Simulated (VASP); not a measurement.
Write the native input for VASP 6.6.1 that does the following.

```
Task                   : single point
Functional             : r2SCAN
Potentials or basis    : VASP PAW PBE potentials, release 64 (Ni, Ge_d)
Cutoff                 : 520 eV
k mesh                 : 12 × 12 × 12
Occupations            : gaussian, width 0.1 eV
Spin                   : no spin polarisation
Dipole correction      : no
Further INCAR settings : ALGO = Normal; EDIFF = 1e-07; NBANDS = 30
```

Ni3Ge:

```xyz
4
Lattice="3.4605 0.0000 0.0000 0.0000 3.4605 0.0000 0.0000 0.0000 3.4605" Properties=species:S:1:pos:R:3 pbc="T T T"
Ni    1.7303    0.0000    1.7303
Ni    0.0000    1.7303    1.7303
Ni    1.7303    1.7303    0.0000
Ge    0.0000    0.0000    0.0000
```

These files were run (other wordings do the same):

POSCAR

```
Ni3Ge
1.0
    3.4605024384      0.0000000000      0.0000000000
    0.0000000000      3.4605024384      0.0000000000
    0.0000000000      0.0000000000      3.4605024384
Ni Ge
3 1
Direct
    0.5000000000      0.0000000000      0.5000000000
    0.0000000000      0.5000000000      0.5000000000
    0.5000000000      0.5000000000      0.0000000000
    0.0000000000      0.0000000000      0.0000000000
```

INCAR.step1

```
SYSTEM = Ni3Ge
PREC = Accurate ; ENCUT = 520
ISMEAR = 0 ; SIGMA = 0.1
LREAL = .FALSE. ; LASPH = .TRUE.
NELM = 100 ; NBANDS = 30
GGA = PE ; ALGO = Normal
EDIFF = 1E-4 ; LWAVE = .TRUE.
LCHARG = .FALSE.
```

INCAR.step2

```
SYSTEM = Ni3Ge
PREC = Accurate ; ENCUT = 520
EDIFF = 1E-7 ; ISMEAR = 0
SIGMA = 0.1 ; LREAL = .FALSE.
LASPH = .TRUE. ; NELM = 100
ALGO = Normal ; ISIF = 2
LWAVE = .FALSE. ; LCHARG = .FALSE.
METAGGA = R2SCAN ; LMIXTAU = .TRUE.
NBANDS = 30 ; ISTART = 1
```

KPOINTS

```
Automatic mesh
0
G
  12 12 12
  0 0 0
```

Potentials or basis: VASP PAW PBE potentials, release 64 (Ni, Ge_d).

Launch:

```console
$ cat potpaw_PBE.64/Ni/POTCAR potpaw_PBE.64/Ge_d/POTCAR > POTCAR
$ cp INCAR.step1 INCAR
$ mpirun -np 1 vasp_std > vasp.out
$ cp INCAR.step2 INCAR
$ mpirun -np 1 vasp_std > vasp.out
```

It gave:

| Property | Result |
| --- | --- |
| Pressure | 15.7 GPa |
| Band gap on the k mesh | zero (bands 22 and 23 overlap by 0.29 eV) |

Caveat: the cell stands under pressure; the PAW data sets were made with another functional, which shifts forces and pressure a little.

Wall time 2.8 min on 1 thread of Intel(R) Xeon(R) 6975P-C (Granite Rapids) (shared host), peak memory 0.23 GiB.
